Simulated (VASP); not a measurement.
The system is FeO.

```
Fe O
1.0
     2.59494    0.00000    0.00000
     0.00000    2.59494    0.00000
     0.00000    0.00000    2.59494
Fe O
1 1
Direct
  0.00000 0.00000 0.00000
  0.50000 0.50000 0.50000
```

Base run:

```yaml
Program: VASP 6.6.1
Functional: PBE
Potentials_or_basis: VASP PAW PBE potentials, release 64 (Fe_sv, O)
Cutoff: 600 eV
k_mesh: 10 × 10 × 10
Occupations: fermi-dirac, width 0.05 eV
Spin: collinear spin, ferromagnetic start
Starting_moments: "[3.0, 0.0] μB"
```

Its results: band gap on the k mesh zero (filled and empty bands overlap); pressure 11.7 GPa; net moment 4.00 μB per cell; site moments Fe +3.40; O +0.37 μB.

**Question.** The run is repeated on the same cell with these changes: potentials or basis from VASP PAW PBE potentials, release 64 (Fe_sv, O) to VASP PAW PBE potentials, release 64 (Fe, O); cutoff from 600 eV to 520 eV; further incar settings from ALGO = Normal; EDIFF = 1e-06; NBANDS = 22 to ALGO = Normal; EDIFF = 1e-06; NBANDS = 18; valence electrons from 22 to 14. What comes out?

**Answer.** Band gap on the k mesh zero (filled and empty bands overlap); pressure 14.3 GPa; net moment 3.99 μB per cell; site moments Fe +3.52; O +0.38 μB.

Caveats: a cell with one magnetic atom can't hold antiferromagnetic order, which such compounds often take; semilocal functionals often make such compounds metallic where correlation or magnetic order opens a gap, which also shifts bond lengths.
